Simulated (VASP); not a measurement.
# TiNi (P4/mmm) in VASP: a series of runs

The runs below take TiNi through single point, with LDA.

Everything below comes from runs of VASP 6.6.1. Logs are shortened: lines on timing, memory, paths and dates and some standing lists are left out, and cuts for length are marked.

### 1 The cell of the first run

Symmetry: P4/mmm, No. 123, tetragonal system. The conventional cell has a = 2.736 Å, b = 2.736 Å, c = 3.581 Å, α = 90.00°, β = 90.00°, γ = 90.00°. Ti (site symmetry 4/mmm) has 8 Ni at 2.64 Å and 6 Ti at 2.74 to 3.58 Å within 3.6 Å. Ni (site symmetry 4/mmm) has 8 Ti at 2.64 Å and 6 Ni at 2.74 to 3.58 Å within 3.6 Å.

### 2 Single point, LDA, collinear spin, ferromagnetic start

The input, INCAR:

```
ALGO = Normal ; EDIFF = 1E-6
ENCUT = 520 ; GGA = CA
ISIF = 2 ; ISMEAR = -1
ISPIN = 2 ; LASPH = True
LCHARG = True ; LELF = True
LMAXMIX = 4 ; LORBIT = 11
LREAL = False ; LVHAR = True
LWAVE = False ; MAGMOM = 0.2 0.2
NBANDS = 22 ; NELM = 150
NUPDOWN = 0.4 ; PREC = Accurate
SIGMA = 0.08
```

The input, KPOINTS:

```
k-points
0
Gamma
  12 12 9
```

The input, POSCAR:

```
TiNi
1.0
    2.7358030000      0.0000000000      0.0000000000
    0.0000000000      2.7358030000      0.0000000000
    0.0000000000      0.0000000000      3.5814100000
Ti Ni
1 1
Direct
    0.5000000000      0.5000000000      0.5000000000
    0.0000000000      0.0000000000      0.0000000000
```

Potentials or basis: VASP PAW LDA potentials, release 64 (Ti_sv, Ni).

Started as:

```
> cat potpaw_LDA.64/Ti_sv/POTCAR potpaw_LDA.64/Ni/POTCAR > POTCAR
> mpirun -np 1 vasp_std > vasp.out
```

OUTCAR:

```text
EDIFF = 1E-6
   ENCUT = 520
   GGA = CA
   ISIF = 2
   ISMEAR = -1
   ISPIN = 2
   LASPH = True
   LORBIT = 11
   LREAL = False
   NELM = 150
   NUPDOWN = 0.4
   PREC = Accurate

 ion  position               nearest neighbor table
   1  0.500  0.500  0.500-   2 2.64   2 2.64   2 2.64   2 2.64   2 2.64   2 2.64   2 2.64   2 2.64

   2  0.000  0.000  0.000-   1 2.64   1 2.64   1 2.64   1 2.64   1 2.64   1 2.64   1 2.64   1 2.64

  LATTYP: Found a simple tetragonal cell.
 ALAT       =     2.7358030000
 C/A-ratio  =     1.3090891413

  Lattice vectors:

 A1 = (   2.7358030000,   0.0000000000,   0.0000000000)
 A2 = (   0.0000000000,   2.7358030000,   0.0000000000)
 A3 = (   0.0000000000,   0.0000000000,   3.5814100000)

Analysis of symmetry for initial positions (statically):
=====================================================================
 Subroutine PRICEL returns:
 Original cell was already a primitive cell.

 Routine SETGRP: Setting up the symmetry group for a
 simple tetragonal supercell.

 Subroutine GETGRP returns: Found 16 space group operations
 (whereof 16 operations were pure point group operations)
 out of a pool of 16 trial point group operations.

The static configuration has the point symmetry D_4h.

Analysis of symmetry for dynamics (positions and initial velocities):
=====================================================================
 Subroutine PRICEL returns:
 Original cell was already a primitive cell.

 Routine SETGRP: Setting up the symmetry group for a
 simple tetragonal supercell.

 Subroutine GETGRP returns: Found 16 space group operations
 (whereof 16 operations were pure point group operations)
 out of a pool of 16 trial point group operations.

The dynamic configuration has the point symmetry D_4h.

Analysis of structural, dynamic, and magnetic symmetry:
=====================================================================
 Subroutine PRICEL returns:
 Original cell was already a primitive cell.

 Routine SETGRP: Setting up the symmetry group for a
 simple tetragonal supercell.

 Subroutine GETGRP returns: Found 16 space group operations
 (whereof 16 operations were pure point group operations)
 out of a pool of 16 trial point group operations.

The overall configuration has the point symmetry D_4h.

 Subroutine INISYM returns: Found 16 space group operations
 (whereof 16 operations are pure point group operations),
 and found     1 'primitive' translations

----------------------------------------------------------------------------------------

                                     Primitive cell

  volume of cell :      26.8055

  direct lattice vectors                    reciprocal lattice vectors
     2.735803000  0.000000000  0.000000000     0.365523395  0.000000000  0.000000000
     0.000000000  2.735803000  0.000000000     0.000000000  0.365523395  0.000000000
     0.000000000  0.000000000  3.581410000     0.000000000  0.000000000  0.279219637

  length of vectors
     2.735803000  2.735803000  3.581410000     0.365523395  0.365523395  0.279219637

  position of ions in fractional coordinates (direct lattice)
     0.500000000  0.500000000  0.500000000
     0.000000000  0.000000000  0.000000000

  ion indices of the primitive-cell ions
   primitive index   ion index
                 1           1
                 2           2

----------------------------------------------------------------------------------------

 KPOINTS: k-points

Automatic generation of k-mesh.
 Grid dimensions read from file:
 generate k-points for:   12   12    9

 Generating k-lattice:

  Cartesian coordinates                     Fractional coordinates (reciprocal lattice)
     0.030460283  0.000000000  0.000000000     0.083333333  0.000000000  0.000000000
     0.000000000  0.030460283  0.000000000     0.000000000  0.083333333  0.000000000
     0.000000000  0.000000000  0.031024404     0.000000000  0.000000000  0.111111111

  Length of vectors
     0.030460283  0.030460283  0.031024404

  Shift w.r.t. Gamma in fractional coordinates (k-lattice)
     0.000000000  0.000000000  0.000000000

 Subroutine IBZKPT returns following result:
 ===========================================

 Found    140 irreducible k-points:

 Following reciprocal coordinates:
            Coordinates               Weight
  0.000000  0.000000  0.000000      1.000000
  0.083333  0.000000  0.000000      4.000000
  0.166667  0.000000  0.000000      4.000000
  0.250000  0.000000  0.000000      4.000000
  0.333333  0.000000  0.000000      4.000000
  0.416667  0.000000  0.000000      4.000000
[... 16 lines left out ...]
  0.333333  0.333333  0.000000      4.000000
  0.416667  0.333333  0.000000      8.000000
 [... further k-points ...]
   k-points           NKPTS =    140   k-points in BZ     NKDIM =    140   number of bands    NBANDS=     22
   number of dos      NEDOS =    301   number of ions     NIONS =      2
   total plane-waves  NPLWV =  11200
   dimension x,y,z NGX =    20 NGY =   20 NGZ =   28
   dimension x,y,z NGXF=    40 NGYF=   40 NGZF=   56
   ions per type =               1   1
   NGX,Y,Z   is equivalent  to a cutoff of  12.15, 12.15, 13.00 a.u.
   NGXF,Y,Z  is equivalent  to a cutoff of  24.31, 24.31, 25.99 a.u.
 SYSTEM =  unknown system
   PREC   = accura    normal or accurate (medium, high low for compatibility)
   ISTART =      0    job   : 0-new  1-cont  2-samecut
   ICHARG =      2    charge: 1-file 2-atom 10-const
   ISPIN  =      2    spin polarized calculation?
   LNONCOLLINEAR =      F non collinear calculations
   LSORBIT =      F    spin-orbit coupling
   LASPH  =      T    aspherical Exc in radial PAW
   ENCUT  =  520.0 eV  38.22 Ry    6.18 a.u.   5.09  5.09  6.66*2*pi/ulx,y,z
   NELM   =    150;   NELMIN=  2; NELMDL= -5     # of ELM steps
   EDIFF  = 0.1E-05   stopping-criterion for ELM
   LREAL  =      F    real-space projection
   EDIFFG = 0.1E-04   stopping-criterion for IOM
   NSW    =      0    number of steps for IOM
   IBRION =     -1    ionic relax: 0-MD 1-quasi-New 2-CG
   NFREE  =      0    steps in history (QN), initial steepest desc. (CG)
   ISIF   =      2    stress and relaxation
   ISYM   =      2    0-nonsym 1-usesym 2-fastsym
   POTIM  = 0.5000    time-step for ionic-motion
   TEBEG  =    0.0;   TEEND  =   0.0 temperature during run
   PSTRESS=    0.0 pullay stress
   NELECT =      22.0000    total number of electrons
   NUPDOWN=       0.4000    fix difference up-down
   EMIN   =  10.00;   EMAX   =-10.00  energy-range for DOS
   EFERMI =   0.00;   METHOD = LEGACY
   ISMEAR =    -1;   SIGMA  =   0.08  broadening in eV -4-tet -1-fermi 0-gaus
   EFERMI_NEDOS =   21; number of points for ismear=-14 and -15
   IALGO  =     38    algorithm
   IMIX   =      4    mixing-type and parameters
     AMIX     =   0.40;   BMIX     =  1.00
     AMIX_MAG =   1.60;   BMIX_MAG =  1.00
  volume/ion in A,a.u.               =      13.40        90.45
  Fermi-wavevector in a.u.,A,eV,Ry     =   1.532761  2.896499 31.964941  2.349357
  Thomas-Fermi vector in A             =   2.639922
   LORBIT       =     11    0 simple, 1 ext, 2 COOP (PROOUT), +10 PAW based schemes
   GGA     = CA    functional components
   LHFCALC =     F    Hartree Fock is set to
   AEXX    =    0.0000 exact exchange contribution
   IVDW    =     0    specifies the selected vdW correction
   LEPSILON=     F    determine dielectric tensor
   LRPA    =     F    only Hartree local field effects (RPA)
 spin polarized calculation
  energy-cutoff  :      520.00
  volume of cell :       26.81
 maximum number of plane-waves:       738
   NGX = 11   NGY = 11   NGZ = 13

 number of electron      22.0000032 magnetization       0.4000001

 Free energy of the ion-electron system (eV)
  ---------------------------------------------------
  ext. energy  EPLUGINS =         0.00000000
  ---------------------------------------------------
  free energy    TOTEN  =       -15.80862679 eV

  energy without entropy =      -15.75430567  energy(sigma->0) =      -15.78146623

 E-fermi :   9.0027     XC(G=0): -12.7886

 val. band max:        9.1337677444   @ k =   0.4167   0.0833   0.2222
 cond. band min:       9.0079552193   @ k =   0.1667   0.0833   0.3333
 fundamental gap:     -0.1258125251
 Fermi energy:         9.1416223100

 spin component 1

 k-point     1 :       0.0000    0.0000    0.0000
  band No.  band energies     occupation
      1     -47.1783      1.00000
      2     -23.7918      1.00000
      3     -23.4631      1.00000
      4     -23.4631      1.00000
      5       1.4954      1.00000
      6       5.1284      1.00000
[... 14 lines left out ...]
     21      28.1098      0.00000
     22      29.6786      0.00000
[... 552 lines left out ...]
  band No.  band energies     occupation
      1     -47.0338      1.00000
      2     -23.9975      1.00000
      3     -23.8704      1.00000
      4     -23.6698      1.00000
      5       5.0709      1.00000
      6       5.5469      1.00000
[... 14 lines left out ...]
     21      24.2346      0.00000
     22      24.7453      0.00000

 [... further k-points ...]

 spin component 2

 k-point     1 :       0.0000    0.0000    0.0000
  band No.  band energies     occupation
      1     -46.9808      1.00000
      2     -23.6256      1.00000
      3     -23.2532      1.00000
      4     -23.2532      1.00000
      5       1.5825      1.00000
      6       5.2557      1.00000
[... 14 lines left out ...]
     21      28.2252      0.00000
     22      29.7853      0.00000
[... 552 lines left out ...]
  band No.  band energies     occupation
      1     -46.8367      1.00000
      2     -23.7866      1.00000
      3     -23.6596      1.00000
      4     -23.5034      1.00000
      5       5.1811      1.00000
      6       5.6309      1.00000
[... 14 lines left out ...]
     21      24.3949      0.00000
     22      24.8430      0.00000

 [... further k-points ...]

------------------------ aborting loop because EDIFF is reached ----------------------------------------

  FORCE on cell =-STRESS in cart. coord.  units (eV):
  Direction    XX          YY          ZZ          XY          YZ          ZX
  --------------------------------------------------------------------------------------
  -------------------------------------------------------------------------------------
  Total       -1.7630917     -1.7630917     -2.2487070      0.0000000      0.0000000     -0.0000000
  in kB     -105.3808728   -105.3808728   -134.4063452      0.0000000      0.0000000     -0.0000000
  external PRESSURE =    -115.0560303 kB  Pullay stress =       0.0000000 kB

 VOLUME and BASIS-vectors are now :
 -----------------------------------------------------------------------------
  energy-cutoff  :      520.00
  volume of cell :       26.81
      direct lattice vectors                 reciprocal lattice vectors
     2.735803000  0.000000000  0.000000000     0.365523395  0.000000000  0.000000000
     0.000000000  2.735803000  0.000000000     0.000000000  0.365523395  0.000000000
     0.000000000  0.000000000  3.581410000     0.000000000  0.000000000  0.279219637

 POSITION                                       TOTAL-FORCE (eV/Angst)
 -----------------------------------------------------------------------------------
      1.36790      1.36790      1.79070         0.000000      0.000000      0.000000
      0.00000      0.00000      0.00000         0.000000      0.000000      0.000000
 -----------------------------------------------------------------------------------
    total drift:                               -0.000000      0.000000      0.000000

  FREE ENERGIE OF THE ION-ELECTRON SYSTEM (eV)
  ---------------------------------------------------
  free  energy   TOTEN  =       -15.8086267852 eV

  energy  without entropy=      -15.7543056676  energy(sigma->0) =      -15.78146623

 total charge

# of ion       s       p       d       tot
------------------------------------------
    1        2.247   6.143   1.937  10.328
    2        0.551   0.475   8.321   9.347
--------------------------------------------------
tot          2.799   6.618  10.258  19.675

 magnetization (x)

# of ion       s       p       d       tot
------------------------------------------
    1        0.003   0.007   0.222   0.232
    2        0.002   0.013   0.098   0.113
--------------------------------------------------
tot          0.005   0.019   0.320   0.344
```

It took 59 s on 1 thread of Intel Xeon 6975P-C (Granite Rapids), shared host; peak memory 0.23 GiB.

What came out:

- Free energy: -15.8086 eV
- Pressure: -11.5 GPa
- Net moment: 0.40 μB per cell
- Site moments: Ti +0.23; Ni +0.11 μB
- Valence electrons inside the program's atomic spheres: Ti 10.33; Ni 9.35

Caveat: the cell stands under tension; the total moment is fixed, so each spin has its own Fermi level and the state may be an excited one.

### 3 Single point, LDA, collinear spin, ferromagnetic start

The input, INCAR:

```
SYSTEM = TiNi
PREC = Accurate ; ENCUT = 520
EDIFF = 1E-7 ; ISMEAR = -1
SIGMA = 0.08 ; LREAL = .FALSE.
LASPH = .TRUE. ; NELM = 150
ALGO = Normal ; ISIF = 2
LWAVE = .FALSE. ; LCHARG = .FALSE.
ISPIN = 2 ; MAGMOM = 0.4 0.4
LORBIT = 11 ; NUPDOWN = 0.8
LMAXMIX = 4 ; NBANDS = 22
```

The input, KPOINTS:

```
Automatic mesh
0
G
  12 12 9
  0 0 0
```

POSCAR is that of step 2.

Potentials or basis: VASP PAW LDA potentials, release 64 (Ti_sv, Ni).

Started as:

```
> cat potpaw_LDA.64/Ti_sv/POTCAR potpaw_LDA.64/Ni/POTCAR > POTCAR
> mpirun -np 1 vasp_std > vasp.out
```

Wall time 65 s (1 thread of Intel Xeon 6975P-C (Granite Rapids), shared host); peak memory 0.22 GiB.

It converged, with:

* Free energy: -15.7662 eV
* Pressure: -10.8 GPa
* Net moment: 0.80 μB per cell
* Site moments: Ti +0.46; Ni +0.23 μB
* Valence electrons inside the program's atomic spheres: Ti 10.33; Ni 9.35

Stress tensor (GPa, compression positive):
```
 -9.47   0.00   0.00
  0.00  -9.47   0.00
  0.00   0.00 -13.37
```

Caveat: the cell stands under tension; the total moment is fixed, so each spin has its own Fermi level and the state may be an excited one.
